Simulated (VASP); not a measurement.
# Si32O (a cell with a defect) in VASP: a series of runs, part 2 of 2

VASP 6.6.1. The steps go on from the part before.

## Step 3: Single point, PBEsol

INCAR

```
SYSTEM = Si32O
ALGO     = Normal         ! electronic algorithm
EDIFF    = 1E-7           ! SCF threshold, eV
ENCUT    = 520            ! plane-wave cutoff, eV
GGA      = PS             ! functional
ISIF     = 2              ! what is computed and relaxed
ISMEAR   = 0              ! smearing method
LASPH    = .True.         ! aspherical terms in the spheres
LCHARG   = .False.        ! write CHGCAR
LREAL    = Auto         
LWAVE    = .False.        ! write WAVECAR
NBANDS   = 89             ! bands
NELM     = 80             ! most SCF steps
PREC     = Accurate       ! precision mode
SIGMA    = 0.02           ! smearing width, eV
```

KPOINTS

```
Automatic mesh
0
Gamma
  2 2 2
  0.5 0.5 0.5
```

POSCAR

```
Si32O
1.0
   -5.4338342764      5.4338342764     -5.4338342764
    5.4338342764     -5.4338342764     -5.4338342764
   -5.4338342764     -5.4338342764      5.4338342764
Si O
32 1
Direct
    0.5049072829     -0.0006383154      0.2472180659
    0.2586642191      1.0109565770      0.5017009834
    1.0036043101      0.9992120156      0.7482361061
    0.7543255446      0.7479210431      0.2477482624
    0.7103003705      0.9610891195      0.9521837135
    0.4955729901      0.7408907404      0.4817432529
    0.2420940598      0.7427246204      0.7402953965
    0.0207439157      0.5263438034      0.2640652856
    1.0047333471      0.7476052440      0.9968195982
    0.7541699455      0.4992678948      0.4967883382
    0.5055923424      0.5018446204      0.7484785684
    0.2642381838      0.2530535401      0.2523997660
    0.2530112127      0.4982731092     -0.0050381551
    1.0068908475      0.2511446670      0.5041288270
    0.7535965014      0.2471713217      0.7480915488
    0.5046725499      0.2474166365     -0.0035676465
    0.7548823338      0.2505055235      0.4988230892
    0.5071235816      0.2548152795      0.7500001459
    0.2553879875      0.2504834396     -0.0016280401
    0.0043881537     -0.0009453730      0.4984258559
    0.0446450863      0.2954491098      0.2866556875
    0.7419176395     -0.0146392945      0.7249440818
    0.4854204905     -0.0122520299     -0.0124000837
    0.2654448823      0.7693527788      0.5082985346
    0.2548876041     -0.0010718030      0.2472752998
   -0.0014625952      0.7471983490      0.7451002909
    0.7554320377      0.7472116913     -0.0017006408
    0.5086988045      0.5019482305      0.4996239049
    0.5014584291      0.7462926349      0.2390949804
    0.2552614654      0.5004347504      0.7488478288
    0.0051734187      0.4983164488     -0.0001874367
    0.7564901303      0.4983611686      0.2478586816
   -0.1347075495      0.1613046065      0.0987413257
```

Potentials or basis: VASP PAW PBE potentials, release 64 (Si, O).

Command:

```
cat potpaw_PBE.64/Si/POTCAR potpaw_PBE.64/O/POTCAR > POTCAR
mpirun -np 1 vasp_std > vasp.out
```

OUTCAR:

```text
SYSTEM = Si32O
   EDIFF = 1E-7
   ENCUT = 520
   GGA = PS
   ISIF = 2
   ISMEAR = 0
   LASPH = .True.
   LREAL = Auto
   NELM = 80
   PREC = Accurate

 ion  position               nearest neighbor table
   1  0.505  0.999  0.247-  29 2.35  23 2.35  25 2.35  17 2.36
   2  0.259  0.011  0.502-  24 2.32  18 2.32  25 2.35  20 2.35
   3  0.004  0.999  0.748-  26 2.35  20 2.35  22 2.35  19 2.36
   4  0.754  0.748  0.248-  29 2.35  27 2.35  32 2.36  20 2.36
   5  0.710  0.961  0.952-  33 1.64  22 2.33  23 2.33  27 2.33  21 3.15
   6  0.496  0.741  0.482-  22 2.30  29 2.32  28 2.35  24 2.35
   7  0.242  0.743  0.740-  23 2.31  26 2.32  30 2.35  24 2.35
   8  0.021  0.526  0.264-  24 2.30  21 2.33  32 2.36  31 2.36
   9  0.005  0.748  0.997-  26 2.35  27 2.35  31 2.36  25 2.36
  10  0.754  0.499  0.497-  26 2.32  28 2.33  32 2.35  17 2.35
  11  0.506  0.502  0.748-  18 2.33  27 2.34  28 2.35  30 2.35
  12  0.264  0.253  0.252-  28 2.32  21 2.33  25 2.35  19 2.36
  13  0.253  0.498  0.995-  29 2.32  30 2.33  31 2.35  19 2.35
  14  0.007  0.251  0.504-  30 2.33  21 2.33  20 2.35  17 2.35
  15  0.754  0.247  0.748-  18 2.35  17 2.36  22 2.36  31 2.37
  16  0.505  0.247  0.996-  18 2.35  23 2.36  19 2.36  32 2.37
  17  0.755  0.251  0.499-  10 2.35  14 2.35  15 2.36   1 2.36
  18  0.507  0.255  0.750-   2 2.32  11 2.33  15 2.35  16 2.35
  19  0.255  0.250  0.998-  13 2.35  12 2.36  16 2.36   3 2.36
  20  0.004  0.999  0.498-  14 2.35   2 2.35   3 2.35   4 2.36
  21  0.045  0.295  0.287-  33 1.63   8 2.33  12 2.33  14 2.33   5 3.15
  22  0.742  0.985  0.725-   6 2.30   5 2.33   3 2.35  15 2.36
  23  0.485  0.988  0.988-   7 2.31   5 2.33   1 2.35  16 2.36
  24  0.265  0.769  0.508-   8 2.30   2 2.32   7 2.35   6 2.35
  25  0.255  0.999  0.247-   2 2.35  12 2.35   1 2.35   9 2.36
  26  0.999  0.747  0.745-   7 2.32  10 2.32   3 2.35   9 2.35
  27  0.755  0.747  0.998-   5 2.33  11 2.34   4 2.35   9 2.35
  28  0.509  0.502  0.500-  12 2.32  10 2.33   6 2.35  11 2.35
  29  0.501  0.746  0.239-   6 2.32  13 2.32   1 2.35   4 2.35
  30  0.255  0.500  0.749-  14 2.33  13 2.33   7 2.35  11 2.35
  31  0.005  0.498  1.000-  13 2.35   9 2.36   8 2.36  15 2.37
  32  0.756  0.498  0.248-  10 2.35   4 2.36   8 2.36  16 2.37
  33  0.865  0.161  0.099-  21 1.63   5 1.64

  LATTYP: Found a body centered cubic cell.
 ALAT       =    10.8676685528

  Lattice vectors:

 A1 = (  -5.4338342764,   5.4338342764,  -5.4338342764)
 A2 = (   5.4338342764,  -5.4338342764,  -5.4338342764)
 A3 = (  -5.4338342764,  -5.4338342764,   5.4338342764)

Analysis of symmetry for initial positions (statically):
=====================================================================
 Subroutine PRICEL returns:
 Original cell was already a primitive cell.

 Routine SETGRP: Setting up the symmetry group for a
 body centered cubic supercell.

 Subroutine GETGRP returns: Found  1 space group operations
 (whereof  1 operations were pure point group operations)
 out of a pool of 48 trial point group operations.

The static configuration has the point symmetry C_1 .

Analysis of symmetry for dynamics (positions and initial velocities):
=====================================================================
 Subroutine PRICEL returns:
 Original cell was already a primitive cell.

 Routine SETGRP: Setting up the symmetry group for a
 body centered cubic supercell.

 Subroutine GETGRP returns: Found  1 space group operations
 (whereof  1 operations were pure point group operations)
 out of a pool of 48 trial point group operations.

The dynamic configuration has the point symmetry C_1 .

[... 122 lines left out ...]
   number of dos      NEDOS =    301   number of ions     NIONS =     33
   total plane-waves  NPLWV = 343000
   dimension x,y,z NGX =    70 NGY =   70 NGZ =   70
   dimension x,y,z NGXF=   140 NGYF=  140 NGZF=  140
   ions per type =              32   1
   NGX,Y,Z   is equivalent  to a cutoff of  12.36, 12.36, 12.36 a.u.
   NGXF,Y,Z  is equivalent  to a cutoff of  24.73, 24.73, 24.73 a.u.
 SYSTEM =  Si32O
   PREC   = accura    normal or accurate (medium, high low for compatibility)
   ISTART =      0    job   : 0-new  1-cont  2-samecut
   ICHARG =      2    charge: 1-file 2-atom 10-const
   ISPIN  =      1    spin polarized calculation?
   LNONCOLLINEAR =      F non collinear calculations
   LSORBIT =      F    spin-orbit coupling
   LASPH  =      T    aspherical Exc in radial PAW
   ENCUT  =  520.0 eV  38.22 Ry    6.18 a.u.  17.50 17.50 17.50*2*pi/ulx,y,z
   NELM   =     80;   NELMIN=  2; NELMDL= -5     # of ELM steps
   EDIFF  = 0.1E-06   stopping-criterion for ELM
   LREAL  =      T    real-space projection
   EDIFFG = 0.1E-05   stopping-criterion for IOM
   NSW    =      0    number of steps for IOM
   IBRION =     -1    ionic relax: 0-MD 1-quasi-New 2-CG
   NFREE  =      0    steps in history (QN), initial steepest desc. (CG)
   ISIF   =      2    stress and relaxation
   ISYM   =      2    0-nonsym 1-usesym 2-fastsym
   POTIM  = 0.5000    time-step for ionic-motion
   TEBEG  =    0.0;   TEEND  =   0.0 temperature during run
   PSTRESS=    0.0 pullay stress
   NELECT =     134.0000    total number of electrons
   NUPDOWN=      -1.0000    fix difference up-down
   EMIN   =  10.00;   EMAX   =-10.00  energy-range for DOS
   EFERMI =   0.00;   METHOD = LEGACY
   ISMEAR =     0;   SIGMA  =   0.02  broadening in eV -4-tet -1-fermi 0-gaus
   EFERMI_NEDOS =   21; number of points for ismear=-14 and -15
   IALGO  =     38    algorithm
   IMIX   =      4    mixing-type and parameters
     AMIX     =   0.40;   BMIX     =  1.00
     AMIX_MAG =   1.60;   BMIX_MAG =  1.00
  volume/ion in A,a.u.               =      19.45       131.24
  Fermi-wavevector in a.u.,A,eV,Ry     =   0.971218  1.835336 12.833891  0.943264
  Thomas-Fermi vector in A             =   2.101417
   LORBIT       =      0    0 simple, 1 ext, 2 COOP (PROOUT), +10 PAW based schemes
   GGA     = PS    functional components
   LHFCALC =     F    Hartree Fock is set to
   AEXX    =    0.0000 exact exchange contribution
   IVDW    =     0    specifies the selected vdW correction
   LEPSILON=     F    determine dielectric tensor
   LRPA    =     F    only Hartree local field effects (RPA)
 non-spin polarized calculation
 Gauss-broadening in eV      SIGMA  =   0.02
  energy-cutoff  :      520.00
  volume of cell :      641.77
 maximum number of plane-waves:     17304
 NGX is ok and might be reduce to    70
   NGX = 35   NGY = 35   NGZ = 35

 number of electron     133.9999998 magnetization

 Free energy of the ion-electron system (eV)
  ---------------------------------------------------
  ext. energy  EPLUGINS =         0.00000000
  ---------------------------------------------------
  free energy    TOTEN  =      -191.53217030 eV

  energy without entropy =     -191.53217030  energy(sigma->0) =     -191.53217030

 E-fermi :   5.3953     XC(G=0):  -9.6019

 val. band max:        5.2588948984   @ k =   0.2500  -0.2500   0.2500
 cond. band min:       6.4346276051   @ k =   0.2500  -0.2500   0.2500
 fundamental gap:      1.1757327067
 Fermi energy:         5.3953193846

 k-point     1 :       0.2500    0.2500    0.2500
  band No.  band energies     occupation
      1     -14.5650      2.00000
      2      -5.5777      2.00000
      3      -5.3849      2.00000
      4      -5.3845      2.00000
      5      -5.0516      2.00000
      6      -4.5711      2.00000
[... 317 lines left out ...]
     78       8.1363      0.00000
     79       8.1489      0.00000
 [bands above 79 left out]

------------------------ aborting loop because EDIFF is reached ----------------------------------------

  FORCE on cell =-STRESS in cart. coord.  units (eV):
  Direction    XX          YY          ZZ          XY          YZ          ZX
  --------------------------------------------------------------------------------------
  -------------------------------------------------------------------------------------
  Total        7.1110682      7.2874753      7.2331068      4.2575478      4.2585939      4.2545082
  in kB       17.7527759     18.1931759     18.0574450     10.6289646     10.6315761     10.6213762
  external PRESSURE =      18.0011323 kB  Pullay stress =       0.0000000 kB

 VOLUME and BASIS-vectors are now :
 -----------------------------------------------------------------------------
  energy-cutoff  :      520.00
  volume of cell :      641.77
      direct lattice vectors                 reciprocal lattice vectors
    -5.433834276  5.433834276 -5.433834276    -0.092016056  0.000000000 -0.092016056
     5.433834276 -5.433834276 -5.433834276     0.000000000 -0.092016056 -0.092016056
    -5.433834276 -5.433834276  5.433834276    -0.092016056 -0.092016056  0.000000000

 POSITION                                       TOTAL-FORCE (eV/Angst)
 -----------------------------------------------------------------------------------
      1.34344     -4.03013     -6.83061        -0.002741      0.005001      0.001202
     -4.07216     -1.38016      1.26109         0.000349     -0.001563     -0.000969
      1.34418     -9.47576     -1.38335        -0.000518      0.001763      0.002719
     -1.38102     -1.31142     -6.81674         0.004691     -0.005040      0.004612
     -3.81126     -6.53675     -3.90805         0.052046      0.053530      0.053798
     -1.28470     -3.95073     -4.10103         0.003193      0.005812     -0.001425
[... 25 lines left out ...]
     -2.74945      0.05581     -5.47183         0.000323      0.000027     -0.001829
     -4.36190      3.28881     -5.04181        -0.026547     -0.018073     -0.020367
 -----------------------------------------------------------------------------------
    total drift:                               -0.002522      0.000753     -0.004078

  FREE ENERGIE OF THE ION-ELECTRON SYSTEM (eV)
  ---------------------------------------------------
  free  energy   TOTEN  =      -191.5321702970 eV

  energy  without entropy=     -191.5321702970  energy(sigma->0) =     -191.53217030
```

Run time: 6.5 min. Hardware: 1 thread of AMD EPYC 9R45 (Zen 5), shared host; peak memory 0.7 GiB.

What came out:

```
Free energy            : -191.5322 eV
Pressure               : 1.8 GPa
Largest force          : 0.092 eV/Å
Band gap on the k mesh : 1.18 eV
```

Forces in eV/Å, atoms in the order of the input:
```
Si  -0.003  0.005  0.001
Si   0.000 -0.002 -0.001
Si  -0.001  0.002  0.003
Si   0.005 -0.005  0.005
Si   0.052  0.054  0.054
Si   0.003  0.006 -0.001
Si   0.005 -0.004  0.008
Si   0.002  0.011  0.008
Si   0.004  0.002 -0.005
Si  -0.006 -0.003 -0.002
Si   0.000  0.003  0.004
Si   0.006 -0.002  0.004
Si  -0.003 -0.003 -0.002
Si   0.003  0.003 -0.002
Si   0.001 -0.006  0.005
Si   0.000  0.003 -0.005
Si   0.001  0.001 -0.001
Si  -0.001  0.001  0.001
Si   0.000 -0.001  0.000
Si   0.002  0.000  0.001
Si  -0.039 -0.046 -0.055
Si  -0.005 -0.001 -0.006
Si   0.002  0.001  0.005
Si  -0.008  0.003  0.004
Si   0.000 -0.001 -0.003
Si   0.004  0.000 -0.001
Si  -0.001 -0.001  0.003
Si   0.000 -0.004  0.002
Si   0.000  0.000  0.001
Si   0.001  0.002 -0.005
Si   0.003 -0.002  0.001
Si   0.000  0.000 -0.002
O   -0.027 -0.018 -0.020
```

Caveat: the PAW data sets were made with another functional, which shifts forces and pressure a little.
